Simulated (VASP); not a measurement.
A run of VASP 6.6.1 is set up as follows.

The input INCAR:

```
PREC     = Accurate       # precision mode
ENCUT    = 520            # plane-wave cutoff, eV
EDIFF    = 1E-7           # SCF threshold, eV
ISMEAR   = 0              # smearing method
SIGMA    = 0.1            # smearing width, eV
LREAL    = Auto         
LASPH    = True           # aspherical terms in the spheres
NELM     = 80             # most SCF steps
ALGO     = Normal         # electronic algorithm
ISIF     = 2              # what is computed and relaxed
LWAVE    = False          # write WAVECAR
LCHARG   = False          # write CHGCAR
GGA      = CA             # functional
NBANDS   = 94             # bands
```

The input KPOINTS:

```
regular mesh
0
Gamma
  2 2 2
```

Contents of POSCAR:

```
Ba7Zn4N8
1.0
    0.0000000000      8.2478060000     -0.0000003200
    8.2478060000      0.0000000000     -0.0000003200
    2.0619512500      2.0619512500     -6.4833271600
Ba Zn N
7 4 8
Direct
    0.1696669405      0.1719936198      0.3190870736
    0.3424995525      0.3566121540      0.6597106194
    0.3436771455      0.8201504040      0.6622773341
    0.6714552327      0.1602041193      0.3140590755
    0.8135607946      0.3293302005      0.6755375020
    1.0941331896      0.6759554342      0.3229609399
    0.8122579955      0.8226528811      0.7224732550
    0.0072205285      0.0190743475     -0.0010638069
   -0.0050088856      0.4853948654     -0.0044713390
    0.4879004409      0.0032474313      0.0014703628
    0.5000236786      0.4864398236      0.0140603246
    0.0675172695      0.0708809519      0.7250630486
    0.4220482951      0.3880307636      0.2844090226
    0.0591949564      0.5663100607      0.7178334033
    0.4104592189      0.9544343076      0.2752164929
    0.5711754295      0.0634582257      0.7237056963
    0.9364111726      0.4071827935      0.2719255911
    0.5761083808      0.5701820774      0.7411590553
    0.9436411857      0.9604685698      0.2762051562
```

Potentials or basis: VASP PAW LDA potentials, release 64 (Ba_sv, Zn, N).

Command:

```console
$ cat potpaw_LDA.64/Ba_sv/POTCAR potpaw_LDA.64/Zn/POTCAR potpaw_LDA.64/N/POTCAR > POTCAR
$ mpirun -np 1 vasp_std > vasp.out
```

(1) Estimate the band gap on the k mesh.

(2) Predict the largest force.

(3) Predict the pressure.

## Answers

(1) zero (bands 79 and 80 overlap by 0.21 eV).

(2) 0.862 eV/Å.

(3) -1.4 GPa.

Caveat: the k points lie up to 0.48 Å⁻¹ apart; spin-orbit coupling is left out, which moves the levels of the heavy elements.
